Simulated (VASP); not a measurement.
# Zr6H (Cm) in VASP: single point with PBE

Aim: the single point of Zr6H with PBE.

Program: VASP 6.6.1. These are calculated values, not measurements. Logs are shortened: lines on timing, memory, paths and dates and some standing lists are left out, and cuts for length are marked.

## Step 1: The cell of the first run

It takes space group Cm (No. 8, monoclinic). The conventional cell has a = 9.948 Å, b = 6.214 Å, c = 5.441 Å, α = 90.00°, β = 123.16°, γ = 90.00°. Zr (site symmetry 1) has 1 H at 2.09 Å within 2.8 Å. Zr (site symmetry m) has 13 Zr at 2.98 to 3.83 Å and 3 H at 3.44 to 3.52 Å within 3.9 Å. Within 2.8 Å of Zr (site symmetry m) lie 1 H at 2.11 Å. Within 3.3 Å of Zr (site symmetry m) lie 1 H at 2.53 Å and 9 Zr at 2.98 to 3.22 Å. Within 2.7 Å of Zr (site symmetry m) lie 1 H at 2.05 Å. H (site symmetry m) has 5 Zr at 2.05 to 2.53 Å within 2.7 Å.

## Step 2: Single point, PBE

Input file INCAR:

```
  ALGO = Normal
  EDIFF = 1E-6
  ENCUT = 520
  GGA = PE
  ISIF = 2
  ISMEAR = 0
  LASPH = True
  LCHARG = False
  LREAL = False
  LWAVE = False
  NBANDS = 46
  NELM = 100
  PREC = Accurate
  SIGMA = 0.1
```

Input file KPOINTS:

```
k-points
0
Gamma
  4 4 4
```

Input file POSCAR:

```
Zr6H
1.0
   -2.7206090675      4.1641446273      3.1072460032
    2.7206090675     -4.1641446273      3.1072460032
    2.7206090675      4.1641446273     -3.1072460032
Zr H
6 1
Direct
    0.2500000000      0.2500000000      0.0000000000
    0.7500000000      0.7500000000      0.0000000000
    0.3230926161      0.0772598066      0.4003524227
    0.8230926161      0.4227401934      0.2458328095
    0.6769073839      0.9227401934      0.5996475773
    0.1769073839      0.5772598066      0.7541671905
    0.9583333333      0.7500000000      0.7083333333
```

Potentials or basis: VASP PAW PBE potentials, release 64 (Zr_sv, H).

Command:

```console
> cat potpaw_PBE.64/Zr_sv/POTCAR potpaw_PBE.64/H/POTCAR > POTCAR
> mpirun -np 1 vasp_std > vasp.out
```

OUTCAR:

```text
EDIFF = 1E-6
   ENCUT = 520
   GGA = PE
   ISIF = 2
   ISMEAR = 0
   LASPH = True
   LREAL = False
   NELM = 100
   PREC = Accurate

 ion  position               nearest neighbor table
   1  0.250  0.250  0.000-   7 2.09   2 3.11   2 3.11   4 3.14   6 3.14   5 3.14   3 3.14   3 3.14
                             5 3.14   6 3.14   4 3.14   3 3.80   6 3.80   4 3.80   5 3.80
   2  0.750  0.750  0.000-   7 2.09   1 3.11   1 3.11   6 3.14   4 3.14   3 3.14   5 3.14   5 3.14
                             3 3.14   4 3.14   6 3.14   5 3.80   6 3.80   4 3.80   3 3.80
   3  0.323  0.077  0.400-   6 2.98   6 2.98   5 3.06   2 3.14   1 3.14   1 3.14   2 3.14   4 3.22
                             4 3.22   1 3.80   2 3.80   5 3.83   5 3.83
   4  0.823  0.423  0.246-   7 2.11   5 2.98   5 2.98   6 3.06   2 3.14   1 3.14   1 3.14   2 3.14
                             3 3.22   3 3.22   2 3.80   1 3.80   6 3.83   6 3.83
   5  0.677  0.923  0.600-   4 2.98   4 2.98   3 3.06   1 3.14   2 3.14   2 3.14   1 3.14   6 3.22
                             6 3.22   2 3.80   1 3.80   3 3.83   3 3.83
   6  0.177  0.577  0.754-   7 2.05   3 2.98   3 2.98   4 3.06   1 3.14   2 3.14   2 3.14   1 3.14
                             5 3.22   5 3.22   2 3.80   1 3.80   4 3.83   4 3.83
   7  0.958  0.750  0.708-   6 2.05   2 2.09   1 2.09   4 2.11

  LATTYP: Found a body centered orthorhombic cell.
 ALAT       =     5.4412181350
 B/A-ratio  =     1.1421141098
 C/A-ratio  =     1.5305927915

  Lattice vectors:

 A1 = (   2.7206090675,  -4.1641446273,  -3.1072460032)
 A2 = (  -2.7206090675,  -4.1641446273,   3.1072460032)
 A3 = (  -2.7206090675,   4.1641446273,  -3.1072460032)

Analysis of symmetry for initial positions (statically):
=====================================================================
 Subroutine PRICEL returns:
 Original cell was already a primitive cell.

 Routine SETGRP: Setting up the symmetry group for a
 body centered orthorhombic supercell.

 Subroutine GETGRP returns: Found  2 space group operations
 (whereof  2 operations were pure point group operations)
 out of a pool of  8 trial point group operations.

The static configuration has the point symmetry C_1h.

Analysis of symmetry for dynamics (positions and initial velocities):
=====================================================================
 Subroutine PRICEL returns:
 Original cell was already a primitive cell.

 Routine SETGRP: Setting up the symmetry group for a
 body centered orthorhombic supercell.

 Subroutine GETGRP returns: Found  2 space group operations
 (whereof  2 operations were pure point group operations)
 out of a pool of  8 trial point group operations.

The dynamic configuration has the point symmetry C_1h.

 Subroutine INISYM returns: Found  2 space group operations
 (whereof  2 operations are pure point group operations),
 and found     1 'primitive' translations

----------------------------------------------------------------------------------------

                                     Primitive cell

  volume of cell :     140.8081

  direct lattice vectors                    reciprocal lattice vectors
    -2.720609067  4.164144627  3.107246003     0.000000000  0.120072679  0.160914198
     2.720609067 -4.164144627  3.107246003     0.183782377  0.000000000  0.160914198
     2.720609067  4.164144627 -3.107246003     0.183782377  0.120072679  0.000000000

  length of vectors
     5.864877825  5.864877825  5.864877825     0.200775565  0.244273087  0.219529975

  position of ions in fractional coordinates (direct lattice)
     0.250000000  0.250000000  0.000000000
     0.750000000  0.750000000  0.000000000
     0.323092616  0.077259807  0.400352423
     0.823092616  0.422740193  0.245832810
     0.676907384  0.922740193  0.599647577
     0.176907384  0.577259807  0.754167190
     0.958333333  0.750000000  0.708333333

  ion indices of the primitive-cell ions
   primitive index   ion index
                 1           1
                 2           2
                 3           3
                 4           4
                 5           5
                 6           6
                 7           7

----------------------------------------------------------------------------------------

 KPOINTS: k-points

Automatic generation of k-mesh.
 Grid dimensions read from file:
 generate k-points for:    4    4    4

 Generating k-lattice:

  Cartesian coordinates                     Fractional coordinates (reciprocal lattice)
     0.000000000  0.030018170  0.040228550     0.250000000 -0.000000000  0.000000000
     0.045945594  0.000000000  0.040228550    -0.000000000  0.250000000  0.000000000
     0.045945594  0.030018170  0.000000000     0.000000000 -0.000000000  0.250000000

  Length of vectors
     0.050193891  0.061068272  0.054882494

  Shift w.r.t. Gamma in fractional coordinates (k-lattice)
     0.000000000  0.000000000  0.000000000

 Subroutine IBZKPT returns following result:
 ===========================================

 Found     24 irreducible k-points:

 Following reciprocal coordinates:
            Coordinates               Weight
  0.000000  0.000000  0.000000      1.000000
  0.250000 -0.000000  0.000000      4.000000
  0.500000 -0.000000  0.000000      2.000000
  0.000000  0.250000  0.000000      4.000000
  0.250000  0.250000  0.000000      4.000000
  0.500000 -0.000000  0.250000      4.000000
[... 16 lines left out ...]
 -0.250000 -0.250000  0.250000      2.000000
  0.500000  0.500000  0.500000      1.000000
   k-points           NKPTS =     24   k-points in BZ     NKDIM =     24   number of bands    NBANDS=     46
   number of dos      NEDOS =    301   number of ions     NIONS =      7
   total plane-waves  NPLWV = 110592
   dimension x,y,z NGX =    48 NGY =   48 NGZ =   48
   dimension x,y,z NGXF=    96 NGYF=   96 NGZF=   96
   ions per type =               6   1
   NGX,Y,Z   is equivalent  to a cutoff of  13.61, 13.61, 13.61 a.u.
   NGXF,Y,Z  is equivalent  to a cutoff of  27.21, 27.21, 27.21 a.u.
 SYSTEM =  unknown system
   PREC   = accura    normal or accurate (medium, high low for compatibility)
   ISTART =      0    job   : 0-new  1-cont  2-samecut
   ICHARG =      2    charge: 1-file 2-atom 10-const
   ISPIN  =      1    spin polarized calculation?
   LNONCOLLINEAR =      F non collinear calculations
   LSORBIT =      F    spin-orbit coupling
   LASPH  =      T    aspherical Exc in radial PAW
   ENCUT  =  520.0 eV  38.22 Ry    6.18 a.u.  10.90 10.90 10.90*2*pi/ulx,y,z
   NELM   =    100;   NELMIN=  2; NELMDL= -5     # of ELM steps
   EDIFF  = 0.1E-05   stopping-criterion for ELM
   LREAL  =      F    real-space projection
   EDIFFG = 0.1E-04   stopping-criterion for IOM
   NSW    =      0    number of steps for IOM
   IBRION =     -1    ionic relax: 0-MD 1-quasi-New 2-CG
   NFREE  =      0    steps in history (QN), initial steepest desc. (CG)
   ISIF   =      2    stress and relaxation
   ISYM   =      2    0-nonsym 1-usesym 2-fastsym
   POTIM  = 0.5000    time-step for ionic-motion
   TEBEG  =    0.0;   TEEND  =   0.0 temperature during run
   PSTRESS=    0.0 pullay stress
   NELECT =      73.0000    total number of electrons
   NUPDOWN=      -1.0000    fix difference up-down
   EMIN   =  10.00;   EMAX   =-10.00  energy-range for DOS
   EFERMI =   0.00;   METHOD = LEGACY
   ISMEAR =     0;   SIGMA  =   0.10  broadening in eV -4-tet -1-fermi 0-gaus
   EFERMI_NEDOS =   21; number of points for ismear=-14 and -15
   IALGO  =     38    algorithm
   IMIX   =      4    mixing-type and parameters
     AMIX     =   0.40;   BMIX     =  1.00
     AMIX_MAG =   1.60;   BMIX_MAG =  1.00
  volume/ion in A,a.u.               =      20.12       135.75
  Fermi-wavevector in a.u.,A,eV,Ry     =   1.315144  2.485262 23.532682  1.729603
  Thomas-Fermi vector in A             =   2.445347
   LORBIT       =      0    0 simple, 1 ext, 2 COOP (PROOUT), +10 PAW based schemes
   GGA     = PE    functional components
   LHFCALC =     F    Hartree Fock is set to
   AEXX    =    0.0000 exact exchange contribution
   IVDW    =     0    specifies the selected vdW correction
   LEPSILON=     F    determine dielectric tensor
   LRPA    =     F    only Hartree local field effects (RPA)
 non-spin polarized calculation
 Gauss-broadening in eV      SIGMA  =   0.10
  energy-cutoff  :      520.00
  volume of cell :      140.81
 maximum number of plane-waves:      3805
 NGX is ok and might be reduce to    48
   NGX = 21   NGY = 21   NGZ = 21

 number of electron      73.0000000 magnetization

 Free energy of the ion-electron system (eV)
  ---------------------------------------------------
  ext. energy  EPLUGINS =         0.00000000
  ---------------------------------------------------
  free energy    TOTEN  =       -54.84670303 eV

  energy without entropy =      -54.81097907  energy(sigma->0) =      -54.82884105

 E-fermi :   8.8667     XC(G=0): -11.1115

 val. band max:        8.7978965049   @ k =  -0.2500   0.5000   0.2500
 cond. band min:       8.8680651949   @ k =  -0.2500   0.2500  -0.0000
 fundamental gap:      0.0701686899
 Fermi energy:         8.8666810437

 k-point     1 :       0.0000    0.0000    0.0000
  band No.  band energies     occupation
      1     -39.8829      2.00000
      2     -39.7417      2.00000
      3     -39.6953      2.00000
      4     -39.6766      2.00000
      5     -39.6627      2.00000
      6     -39.6567      2.00000
[... 38 lines left out ...]
     45      10.6938      0.00000
     46      10.7918      0.00000

 k-point     2 :       0.2500   -0.0000    0.0000
  band No.  band energies     occupation
      1     -39.8616      2.00000
      2     -39.7573      2.00000
      3     -39.6958      2.00000
      4     -39.6767      2.00000
      5     -39.6702      2.00000
      6     -39.6551      2.00000
[... 1070 lines left out ...]
 k-point    24 :       0.5000    0.5000    0.5000
  band No.  band energies     occupation
      1     -39.8063      2.00000
      2     -39.7632      2.00000
      3     -39.7324      2.00000
      4     -39.7199      2.00000
      5     -39.6630      2.00000
      6     -39.6332      2.00000
[... 38 lines left out ...]
     45      11.2753      0.00000
     46      11.3173      0.00000

------------------------ aborting loop because EDIFF is reached ----------------------------------------

  FORCE on cell =-STRESS in cart. coord.  units (eV):
  Direction    XX          YY          ZZ          XY          YZ          ZX
  --------------------------------------------------------------------------------------
  -------------------------------------------------------------------------------------
  Total        1.5718052      1.8672609      1.1795313     -0.3015458      0.0000000      0.0000000
  in kB       17.8847029     21.2465297     13.4212348     -3.4311230      0.0000000      0.0000000
  external PRESSURE =      17.5174891 kB  Pullay stress =       0.0000000 kB

 VOLUME and BASIS-vectors are now :
 -----------------------------------------------------------------------------
  energy-cutoff  :      520.00
  volume of cell :      140.81
      direct lattice vectors                 reciprocal lattice vectors
    -2.720609067  4.164144627  3.107246003     0.000000000  0.120072679  0.160914198
     2.720609067 -4.164144627  3.107246003     0.183782377  0.000000000  0.160914198
     2.720609067  4.164144627 -3.107246003     0.183782377  0.120072679  0.000000000

 POSITION                                       TOTAL-FORCE (eV/Angst)
 -----------------------------------------------------------------------------------
      0.00000      0.00000      1.55362         0.124841      0.023316      0.321872
      0.00000      0.00000      4.66087         0.124841      0.023316     -0.321872
      0.42039      2.69081     -0.00000        -0.166939      0.044605     -0.000000
     -0.42039      2.69081      3.10725        -0.037377      0.009888     -0.000000
      2.30022      1.47334      3.10725         0.127152     -0.301299     -0.000000
      3.14100      1.47334      0.00000        -0.374127      0.623837      0.000000
      1.36030      3.81713      3.10725         0.201610     -0.423663      0.000000
 -----------------------------------------------------------------------------------
    total drift:                               -0.000206     -0.000233      0.000000

  FREE ENERGIE OF THE ION-ELECTRON SYSTEM (eV)
  ---------------------------------------------------
  free  energy   TOTEN  =       -54.8467030344 eV

  energy  without entropy=      -54.8109790717  energy(sigma->0) =      -54.82884105
```

It took 1.7 min on 1 thread of Intel Xeon 6975P-C (Granite Rapids), shared host; peak memory 0.37 GiB.

Results:

```
Free energy            : -54.8467 eV
Pressure               : 1.8 GPa
Largest force          : 0.727 eV/Å
Band gap on the k mesh : zero (an odd number of electrons rules out a gap without spin polarisation)
```

Forces in eV/Å, atoms in the order of the input:
```
Zr   0.125  0.023  0.322
Zr   0.125  0.023 -0.322
Zr  -0.167  0.045  0.000
Zr  -0.037  0.010  0.000
Zr   0.127 -0.301  0.000
Zr  -0.374  0.624  0.000
H    0.202 -0.424  0.000
```

Stress tensor (GPa, compression positive):
```
 1.79 -0.34  0.00
-0.34  2.12  0.00
 0.00  0.00  1.34
```
